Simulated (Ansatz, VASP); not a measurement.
**One calculation of CuO, two programs**

```
CELL_PARAMETERS angstrom
3.28802 0.00000 0.00000
-1.64401 2.84751 0.00000
0.00000 0.00000 5.38502
ATOMIC_POSITIONS crystal
Cu 0.66667 0.33333 0.00000
Cu 0.33333 0.66667 0.50000
O 0.66667 0.33333 0.62520
O 0.33333 0.66667 0.12520
```

Alike in both runs: functional PBE; k mesh 9 × 9 × 5; occupations fermi-dirac, width 0.05 eV; no spin polarisation; Hubbard terms Cu d U = 5.0 eV.

```csv
,VASP,Ansatz
version,VASP 6.6.1,Ansatz 0.2.0
potentials or method,"VASP PAW PBE potentials, release 64 (Cu_sv_GW, O)",Ansatz PAW
plane-wave cutoff (eV),820,420
valence electrons in the cell,50,50
task,single point,band structure
```

```tsv
	VASP	Ansatz	Ansatz less VASP
gap on the k mesh at the Fermi level (eV)	none	none	-
pressure (GPa)	-9.4	-6.4	+3.03
traceless stress, the component that is largest in VASP (GPa)	1.30	1.28	-0.016
rms of the force components (eV/Å)	0.020	0.040	+0.0199
```

The programs project onto different local orbitals, so the same U acts differently, and such runs can settle in different states. Atom by atom the forces differ by 0.020 eV/Å (rms over components). A gap of «none» marks a metal or a gap that the smearing closes.
